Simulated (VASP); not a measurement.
Write the native input for VASP 6.6.1 that does the following.

```yaml
Task: single point
Functional: PBEsol
Potentials_or_basis: VASP PAW PBE potentials, release 64 (Mg, O)
Cutoff: 520 eV
k_mesh: 10 × 10 × 10
Occupations: gaussian, width 0.05 eV
Spin: no spin polarisation
Dipole_correction: no
Further_INCAR_settings: ALGO = Normal; EDIFF = 1e-06; NBANDS = 11
```

The structure of MgO lies in POSCAR:

```
MgO
1.0
    0.1109905151      2.1920626730      2.1920626730
    2.1920626730      0.1109905151      2.1920626730
    2.1920626730      2.1920626730      0.1109905151
Mg O
1 1
Direct
    0.0000000000      0.0000000000      0.0000000000
    0.5000000000      0.5000000000      0.5000000000
```

This cell differs from its parent crystal: ratio of the length along [111] to the lengths across it x 1.08, volume and fractional coordinates fixed.

The input as run:

INCAR

```
SYSTEM = MgO
PREC = Accurate
ENCUT = 520
EDIFF = 1E-6
ISMEAR = 0
SIGMA = 0.05
LREAL = .False.
LASPH = .True.
NELM = 60
ALGO = Normal
ISIF = 2
LWAVE = .False.
LCHARG = .False.
GGA = PS
NBANDS = 11
```

KPOINTS

```
regular mesh
0
Gamma
  10 10 10
  0 0 0
```

Potentials or basis: VASP PAW PBE potentials, release 64 (Mg, O).

Run with:

```console
$ cat potpaw_PBE.64/Mg/POTCAR potpaw_PBE.64/O/POTCAR > POTCAR
$ mpirun -np 1 vasp_std > vasp.out
```

It gave:

```json
{
 "Pressure": "-6.2 GPa",
 "Band gap on the k mesh": "3.92 eV, direct"
}
```

Caveat: the PAW data sets were made with another functional, which shifts forces and pressure a little.

Wall time 18 s on 1 thread of Intel(R) Xeon(R) Platinum 8259CL CPU @ 2.50GHz (Skylake/Cascade Lake) (shared host), peak memory 0.15 GiB.
